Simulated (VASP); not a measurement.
# NaCl (I4/mmm) in VASP: notebook

Runs on NaCl. Level: PBE. Tasks: single point.

Everything below comes from runs of VASP 6.6.1. Logs are shortened: lines on timing, memory, paths and dates and some standing lists are left out, and cuts for length are marked.

## 1. The cell of the first run

The structure is tetragonal, space group I4/mmm (No. 139). The conventional cell has a = 3.684 Å, b = 3.684 Å, c = 5.663 Å, α = 90.00°, β = 90.00°, γ = 90.00°. Within 3.4 Å of Na (site symmetry 4/mmm) lie 6 Cl at 2.61 to 2.83 Å. Within 3.4 Å of Cl (site symmetry 4/mmm) lie 6 Na at 2.61 to 2.83 Å.

## 2. Single point, PBE (strain -0.080 along x and y, +0.000 along z)

Input file INCAR:

```
SYSTEM = NaCl
PREC = Accurate
ENCUT = 520
EDIFF = 1E-7
ISMEAR = 0
SIGMA = 0.05
LREAL = .FALSE.
LASPH = .TRUE.
NELM = 100
ALGO = Normal
ISIF = 2
LWAVE = .FALSE.
LCHARG = .FALSE.
GGA = PE
NBANDS = 14
```

Input file KPOINTS:

```
regular mesh
0
G
  8 8 8
  0 0 0
```

Input file POSCAR:

```
NaCl
1.0
    0.0000000000      2.6052100000      2.8317500000
    2.6052100000      0.0000000000      2.8317500000
    2.6052100000      2.6052100000      0.0000000000
Na Cl
1 1
Direct
    0.0000000000      0.0000000000      0.0000000000
    0.5000000000      0.5000000000      0.5000000000
```

Potentials or basis: VASP PAW PBE potentials, release 64 (Na_pv, Cl).

The run is started by

```console
$ cat potpaw_PBE.64/Na_pv/POTCAR potpaw_PBE.64/Cl/POTCAR > POTCAR
$ mpirun -np 1 vasp_std > vasp.out
```

OUTCAR:

```text
SYSTEM = NaCl
   PREC = Accurate
   ENCUT = 520
   EDIFF = 1E-7
   ISMEAR = 0
   LREAL = .FALSE.
   LASPH = .TRUE.
   NELM = 100
   ISIF = 2
   GGA = PE

 ion  position               nearest neighbor table
   1  0.000  0.000  0.000-   2 2.61   2 2.61   2 2.61   2 2.61
   2  0.500  0.500  0.500-   1 2.61   1 2.61   1 2.61   1 2.61

  LATTYP: Found a body centered tetragonal cell.
 ALAT       =     3.6843233148
 C/A-ratio  =     1.5371886548

  Lattice vectors:

 A1 = (  -2.6052100000,   0.0000000000,   2.8317500000)
 A2 = (   2.6052100000,   0.0000000000,   2.8317500000)
 A3 = (   0.0000000000,   2.6052100000,  -2.8317500000)

Analysis of symmetry for initial positions (statically):
=====================================================================
 Subroutine PRICEL returns:
 Original cell was already a primitive cell.

 Routine SETGRP: Setting up the symmetry group for a
 body centered tetragonal supercell.

 Subroutine GETGRP returns: Found 16 space group operations
 (whereof 16 operations were pure point group operations)
 out of a pool of 16 trial point group operations.

The static configuration has the point symmetry D_4h.

Analysis of symmetry for dynamics (positions and initial velocities):
=====================================================================
 Subroutine PRICEL returns:
 Original cell was already a primitive cell.

 Routine SETGRP: Setting up the symmetry group for a
 body centered tetragonal supercell.

 Subroutine GETGRP returns: Found 16 space group operations
 (whereof 16 operations were pure point group operations)
 out of a pool of 16 trial point group operations.

The dynamic configuration has the point symmetry D_4h.

 Subroutine INISYM returns: Found 16 space group operations
 (whereof 16 operations are pure point group operations),
 and found     1 'primitive' translations

----------------------------------------------------------------------------------------

                                     Primitive cell

  volume of cell :      38.4388

  direct lattice vectors                    reciprocal lattice vectors
     0.000000000  2.605210000  2.831750000    -0.191923108  0.191923108  0.176569259
     2.605210000  0.000000000  2.831750000     0.191923108 -0.191923108  0.176569259
     2.605210000  2.605210000  0.000000000     0.191923108  0.191923108 -0.176569259

  length of vectors
     3.847847087  3.847847087  3.684323315     0.323798799  0.323798799  0.323798799

  position of ions in fractional coordinates (direct lattice)
     0.000000000  0.000000000  0.000000000
     0.500000000  0.500000000  0.500000000

  ion indices of the primitive-cell ions
   primitive index   ion index
                 1           1
                 2           2

----------------------------------------------------------------------------------------

 KPOINTS: regular mesh

Automatic generation of k-mesh.
 Grid dimensions read from file:
 generate k-points for:    8    8    8

 Generating k-lattice:

  Cartesian coordinates                     Fractional coordinates (reciprocal lattice)
    -0.023990388  0.023990388  0.022071157     0.125000000  0.000000000  0.000000000
     0.023990388 -0.023990388  0.022071157     0.000000000  0.125000000  0.000000000
     0.023990388  0.023990388 -0.022071157    -0.000000000 -0.000000000  0.125000000

  Length of vectors
     0.040474850  0.040474850  0.040474850

  Shift w.r.t. Gamma in fractional coordinates (k-lattice)
     0.000000000  0.000000000  0.000000000

 Subroutine IBZKPT returns following result:
 ===========================================

 Found     59 irreducible k-points:

 Following reciprocal coordinates:
            Coordinates               Weight
  0.000000  0.000000  0.000000      1.000000
  0.125000  0.000000  0.000000      8.000000
  0.250000  0.000000  0.000000      8.000000
  0.375000  0.000000  0.000000      8.000000
  0.500000  0.000000  0.000000      4.000000
  0.125000  0.125000  0.000000      2.000000
[... 16 lines left out ...]
  0.250000  0.000000  0.125000     16.000000
  0.375000  0.000000  0.125000     16.000000
 [... further k-points ...]
   k-points           NKPTS =     59   k-points in BZ     NKDIM =     59   number of bands    NBANDS=     14
   number of dos      NEDOS =    301   number of ions     NIONS =      2
   total plane-waves  NPLWV =  25200
   dimension x,y,z NGX =    30 NGY =   30 NGZ =   28
   dimension x,y,z NGXF=    60 NGYF=   60 NGZF=   56
   ions per type =               1   1
   NGX,Y,Z   is equivalent  to a cutoff of  12.96, 12.96, 12.63 a.u.
   NGXF,Y,Z  is equivalent  to a cutoff of  25.92, 25.92, 25.27 a.u.
 SYSTEM =  NaCl
   PREC   = accura    normal or accurate (medium, high low for compatibility)
   ISTART =      0    job   : 0-new  1-cont  2-samecut
   ICHARG =      2    charge: 1-file 2-atom 10-const
   ISPIN  =      1    spin polarized calculation?
   LNONCOLLINEAR =      F non collinear calculations
   LSORBIT =      F    spin-orbit coupling
   LASPH  =      T    aspherical Exc in radial PAW
   ENCUT  =  520.0 eV  38.22 Ry    6.18 a.u.   7.15  7.15  6.85*2*pi/ulx,y,z
   NELM   =    100;   NELMIN=  2; NELMDL= -5     # of ELM steps
   EDIFF  = 0.1E-06   stopping-criterion for ELM
   LREAL  =      F    real-space projection
   EDIFFG = 0.1E-05   stopping-criterion for IOM
   NSW    =      0    number of steps for IOM
   IBRION =     -1    ionic relax: 0-MD 1-quasi-New 2-CG
   NFREE  =      0    steps in history (QN), initial steepest desc. (CG)
   ISIF   =      2    stress and relaxation
   ISYM   =      2    0-nonsym 1-usesym 2-fastsym
   POTIM  = 0.5000    time-step for ionic-motion
   TEBEG  =    0.0;   TEEND  =   0.0 temperature during run
   PSTRESS=    0.0 pullay stress
   NELECT =      14.0000    total number of electrons
   NUPDOWN=      -1.0000    fix difference up-down
   EMIN   =  10.00;   EMAX   =-10.00  energy-range for DOS
   EFERMI =   0.00;   METHOD = LEGACY
   ISMEAR =     0;   SIGMA  =   0.05  broadening in eV -4-tet -1-fermi 0-gaus
   EFERMI_NEDOS =   21; number of points for ismear=-14 and -15
   IALGO  =     38    algorithm
   IMIX   =      4    mixing-type and parameters
     AMIX     =   0.40;   BMIX     =  1.00
     AMIX_MAG =   1.60;   BMIX_MAG =  1.00
  volume/ion in A,a.u.               =      19.22       129.70
  Fermi-wavevector in a.u.,A,eV,Ry     =   1.169124  2.209325 18.597148  1.366852
  Thomas-Fermi vector in A             =   2.305602
   LORBIT       =      0    0 simple, 1 ext, 2 COOP (PROOUT), +10 PAW based schemes
   GGA     = PE    functional components
   LHFCALC =     F    Hartree Fock is set to
   AEXX    =    0.0000 exact exchange contribution
   IVDW    =     0    specifies the selected vdW correction
   LEPSILON=     F    determine dielectric tensor
   LRPA    =     F    only Hartree local field effects (RPA)
 non-spin polarized calculation
 Gauss-broadening in eV      SIGMA  =   0.05
  energy-cutoff  :      520.00
  volume of cell :       38.44
 maximum number of plane-waves:      1054
 NGX is ok and might be reduce to    30
   NGX = 15   NGY = 15   NGZ = 13

 number of electron      13.9999994 magnetization

 Free energy of the ion-electron system (eV)
  ---------------------------------------------------
  ext. energy  EPLUGINS =         0.00000000
  ---------------------------------------------------
  free energy    TOTEN  =        -6.59345989 eV

  energy without entropy =       -6.59345989  energy(sigma->0) =       -6.59345989

 E-fermi :   0.5632     XC(G=0):  -8.8368

 val. band max:        0.2667388465   @ k =   0.0000   0.0000   0.0000
 cond. band min:       6.0223843669   @ k =   0.0000   0.0000   0.0000
 fundamental gap:      5.7556455204
 Fermi energy:         0.5631670279

 k-point     1 :       0.0000    0.0000    0.0000
  band No.  band energies     occupation
      1     -20.3017      2.00000
      2     -20.2961      2.00000
      3     -20.2961      2.00000
      4     -12.8103      2.00000
      5       0.2559      2.00000
      6       0.2559      2.00000
      7       0.2667      2.00000
      8       6.0224      0.00000
      9      11.0657      0.00000
     10      11.7741      0.00000
     11      11.7741      0.00000
     12      13.3334      0.00000
     13      14.4318      0.00000
     14      15.8007      0.00000

 k-point     2 :       0.1250    0.0000    0.0000
  band No.  band energies     occupation
      1     -20.3076      2.00000
      2     -20.3009      2.00000
      3     -20.2962      2.00000
      4     -12.7362      2.00000
      5      -0.2061      2.00000
      6       0.1923      2.00000
      7       0.2121      2.00000
      8       6.5762      0.00000
      9      10.9470      0.00000
     10      11.5553      0.00000
     11      12.0228      0.00000
     12      13.2261      0.00000
     13      14.1607      0.00000
     14      16.8602      0.00000

 k-point     3 :       0.2500    0.0000    0.0000
  band No.  band energies     occupation
      1     -20.3299      2.00000
      2     -20.3039      2.00000
      3     -20.2962      2.00000
      4     -12.5503      2.00000
      5      -1.1252      2.00000
      6       0.0278      2.00000
      7       0.1097      2.00000
      8       7.5146      0.00000
      9      10.6653      0.00000
     10      11.5700      0.00000
     11      12.3645      0.00000
     12      13.7921      0.00000
     13      14.1755      0.00000
     14      17.1572      0.00000
[... 324 lines left out ...]
 k-point    23 :       0.2500    0.0000    0.1250
  band No.  band energies     occupation
      1     -20.3244      2.00000
      2     -20.3052      2.00000
      3     -20.3001      2.00000
      4     -12.5557      2.00000
      5      -0.9395      2.00000
      6      -0.0417      2.00000
      7       0.0128      2.00000
      8       7.6491      0.00000
      9      10.1019      0.00000
     10      12.0077      0.00000
     11      12.3267      0.00000
     12      13.1711      0.00000
     13      14.3541      0.00000
     14      18.2099      0.00000

 k-point    24 :       0.3750    0.0000    0.1250
  band No.  band energies     occupation
      1     -20.3453      2.00000
      2     -20.3076      2.00000
      3     -20.3002      2.00000
      4     -12.3695      2.00000
      5      -1.6673      2.00000
      6      -0.1730      2.00000
      7      -0.1534      2.00000
      8       8.1768      0.00000
      9      10.4980      0.00000
     10      11.5430      0.00000
     11      12.0960      0.00000
     12      14.5156      0.00000
     13      15.8115      0.00000
     14      17.8640      0.00000

 [... further k-points ...]

------------------------ aborting loop because EDIFF is reached ----------------------------------------

  FORCE on cell =-STRESS in cart. coord.  units (eV):
  Direction    XX          YY          ZZ          XY          YZ          ZX
  --------------------------------------------------------------------------------------
  -------------------------------------------------------------------------------------
  Total        2.3145614      2.3145614      0.6596908      0.0000000      0.0000000     -0.0000000
  in kB       96.4736937     96.4736937     27.4967057      0.0000000      0.0000000     -0.0000000
  external PRESSURE =      73.4813643 kB  Pullay stress =       0.0000000 kB

 VOLUME and BASIS-vectors are now :
 -----------------------------------------------------------------------------
  energy-cutoff  :      520.00
  volume of cell :       38.44
      direct lattice vectors                 reciprocal lattice vectors
     0.000000000  2.605210000  2.831750000    -0.191923108  0.191923108  0.176569259
     2.605210000  0.000000000  2.831750000     0.191923108 -0.191923108  0.176569259
     2.605210000  2.605210000  0.000000000     0.191923108  0.191923108 -0.176569259

 POSITION                                       TOTAL-FORCE (eV/Angst)
 -----------------------------------------------------------------------------------
      0.00000      0.00000      0.00000         0.000000     -0.000000     -0.000000
      2.60521      2.60521      2.83175        -0.000000      0.000000      0.000000
 -----------------------------------------------------------------------------------
    total drift:                               -0.000000      0.000000      0.000000

  FREE ENERGIE OF THE ION-ELECTRON SYSTEM (eV)
  ---------------------------------------------------
  free  energy   TOTEN  =        -6.5934598916 eV

  energy  without entropy=       -6.5934598916  energy(sigma->0) =       -6.59345989
```

Run time: 39 s. Hardware: 1 thread of Intel Xeon 8259CL, shared host; peak memory 0.17 GiB.

Results:

```yaml
Free_energy: -6.5935 eV
Pressure: 7.3 GPa
Band_gap_on_the_k_mesh: 5.76 eV
```

Levels at points of the mesh, in eV from the valence-band top:
```tsv
k point	band 4	band 5	band 6	band 7	band 8	band 9	band 10	band 11
(0.00, 0.00, 0.00)	-13.08	-0.01	-0.01	0.00	5.76	10.80	11.51	11.51
(0.50, 0.00, 0.00)	-12.53	-2.45	-0.45	-0.29	7.50	10.96	11.82	11.90
(0.50, 0.50, 0.00)	-12.57	-2.17	-0.61	-0.61	8.11	8.11	11.93	15.80
(0.50, 0.00, 0.50)	-12.46	-2.07	-0.98	-0.70	7.81	7.98	12.73	15.38
```

Caveat: the cell differs from its parent crystal (strain -0.080 along x and y, +0.000 along z); the cell stands under pressure.

## 3. Single point, PBE (strain -0.080 along x and y, +0.080 along z)

Input file INCAR:

```
  ALGO = Normal
  EDIFF = 1E-6
  ENCUT = 520
  GGA = PE
  ISIF = 2
  ISMEAR = 0
  LASPH = T
  LCHARG = T
  LELF = T
  LREAL = F
  LVHAR = T
  LWAVE = F
  NBANDS = 14
  NELM = 60
  PREC = Accurate
  SIGMA = 0.05
```

Input file KPOINTS:

```
k-points
0
Gamma
  8 8 8
```

Input file POSCAR:

```
NaCl
1.0
    0.0000000000      2.6052100000      3.0582900000
    2.6052100000      0.0000000000      3.0582900000
    2.6052100000      2.6052100000      0.0000000000
Na Cl
1 1
Direct
    0.0000000000      0.0000000000      0.0000000000
    0.5000000000      0.5000000000      0.5000000000
```

Potentials or basis: VASP PAW PBE potentials, release 64 (Na_pv, Cl).

The run is started by

```console
$ cat potpaw_PBE.64/Na_pv/POTCAR potpaw_PBE.64/Cl/POTCAR > POTCAR
$ mpirun -np 1 vasp_std > vasp.out
```

Run time: 33 s. Hardware: 1 thread of Intel Xeon 8259CL, shared host; peak memory 0.17 GiB.

The run converged. Its results:

```yaml
Free_energy: -6.6093 eV
Pressure: 5.2 GPa
Band_gap_on_the_k_mesh: 5.42 eV
```

Stress tensor (GPa, compression positive):
```
 8.08  0.00  0.00
 0.00  8.08  0.00
 0.00  0.00 -0.62
```

Levels at points of the mesh, in eV from the valence-band top:
```tsv
k point	band 3	band 4	band 5	band 6	band 7	band 8	band 9	band 10	band 11	band 12
(0.00, 0.00, 0.00)	-20.61	-12.87	-0.01	0.00	0.00	5.42	10.47	11.77	11.77	12.48
(0.50, 0.00, 0.00)	-20.61	-12.41	-2.19	-0.45	-0.18	7.36	10.66	11.17	12.10	15.66
(0.50, 0.50, 0.00)	-20.62	-12.52	-1.92	-0.41	-0.41	8.06	8.43	10.87	15.61	16.31
(0.50, 0.00, 0.50)	-20.63	-12.32	-1.82	-1.05	-0.51	7.87	7.94	12.36	14.09	15.13
```

Caveat: the cell differs from its parent crystal (strain -0.080 along x and y, +0.080 along z); the cell stands under pressure.

(Continued in part 2 of 2.)
